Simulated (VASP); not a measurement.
A run of VASP 6.6.1 is set up as follows.

File POSCAR:

```
Nb
1.0
   -1.6360340000      1.6360340000      1.6360340000
    1.6360340000     -1.6360340000      1.6360340000
    1.6360340000      1.6360340000     -1.6360340000
Nb
1
Direct
    0.0000000000      0.0000000000      0.0000000000
```

INCAR.step1

```
SYSTEM = Nb
ALGO = Normal
EDIFF = 1E-4
ENCUT = 520
GGA = PE
ISMEAR = -1
LASPH = .True.
LCHARG = .False.
LREAL = .False.
LWAVE = .True.
NBANDS = 12
NELM = 80
PREC = Accurate
SIGMA = 0.05
```

The input INCAR.step2:

```
SYSTEM = Nb
ALGO = Normal
EDIFF = 1E-6
ENCUT = 520
ISIF = 2
ISMEAR = -1
ISTART = 1
LASPH = .True.
LCHARG = .True.
LELF = .True.
LMIXTAU = .True.
LREAL = .False.
LVHAR = .True.
LWAVE = .False.
METAGGA = R2SCAN
NBANDS = 12
NELM = 80
PREC = Accurate
SIGMA = 0.05
```

The input KPOINTS:

```
k-points
0
Gamma
  11 11 11
  0 0 0
```

Potentials or basis: VASP PAW PBE potentials, release 64 (Nb_sv).

The run is started by

```console
$ cat potpaw_PBE.64/Nb_sv/POTCAR > POTCAR
$ cp INCAR.step1 INCAR
$ mpirun -np 1 vasp_std > vasp.out
$ cp INCAR.step2 INCAR
$ mpirun -np 1 vasp_std > vasp.out
```

Task: What does it give for the pressure?

Result: 6.0 GPa.

Caveat: the PAW data sets were made with another functional, which shifts forces and pressure a little.
